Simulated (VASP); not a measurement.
A run of VASP 6.6.1 is set up as follows.

The input INCAR:

```
SYSTEM = PbSe
PREC = Accurate
ENCUT = 520
EDIFF = 1E-6
ISMEAR = 0
SIGMA = 0.03
LREAL = .False.
LASPH = .True.
NELM = 80
ALGO = Normal
ISIF = 2
LWAVE = .False.
LCHARG = .True.
GGA = PE
IVDW = 12
LELF = .True.
LVHAR = .True.
NBANDS = 17
```

File KPOINTS:

```
regular mesh
0
Gamma
  10 10 10
  0 0 0
```

Contents of POSCAR:

```
PbSe
1.0
    0.0000000000      2.9756608399      3.0238665455
    2.9756608399      0.0000000000      3.0238665455
    2.9756608399      2.9756608399      0.0000000000
Pb Se
1 1
Direct
    0.0000000000      0.0000000000      0.0000000000
    0.5000000000      0.5000000000      0.5000000000
```

Potentials or basis: VASP PAW PBE potentials, release 64 (Pb_d, Se).

Command:

```sh
$ cat potpaw_PBE.64/Pb_d/POTCAR potpaw_PBE.64/Se/POTCAR > POTCAR
$ mpirun -np 1 vasp_std > vasp.out
```

Task: Predict the dispersion energy per atom.

Result: -0.395 eV.

Task: Estimate the band gap on the k mesh.

Result: 0.03 eV.

Task: What does it give for the pressure?

Result: 4.6 GPa.

Stress tensor (GPa, compression positive):
```
5.46 0.00 0.00
0.00 5.46 0.00
0.00 0.00 2.74
```

Caveat: the cell stands under pressure; spin-orbit coupling is left out, which moves the levels of the heavy elements. A k mesh can miss the band edges.
